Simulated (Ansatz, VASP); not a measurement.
## One calculation of Na2S, two programs

```xyz
3
Lattice="0.0000 3.2508 3.2508 3.2508 0.0000 3.2508 3.2508 3.2508 0.0000" Properties=species:S:1:pos:R:3 pbc="T T T"
Na    1.6254    1.6254    1.6254
Na    4.8762    4.8762    4.8762
S     0.0000    0.0000    0.0000
```

Alike in both runs: task single point; functional PBE; k mesh 6 × 6 × 6; no spin polarisation.

|  | VASP | Ansatz |
| --- | --- | --- |
| version | VASP 6.6.1 | Ansatz 0.2.0 |
| potentials or method | VASP PAW PBE potentials, release 64 (Na_pv, S) | plane waves, PAW |
| plane-wave cutoff (eV) | 500 | 420 |
| occupations | gaussian, width 0.01 eV | fixed |
| valence electrons in the cell | 20 | 24 |

|  | VASP | Ansatz | Ansatz less VASP |
| --- | --- | --- | --- |
| gap on the k mesh at the Fermi level (eV) | 2.55 | 2.55 | +0.002 |
| pressure (GPa) | 0.9 | 0.9 | -0.01 |

VASP's potentials hold 20 valence electrons a cell and Ansatz's 24, so a difference there can come from the potentials and not from the codes.
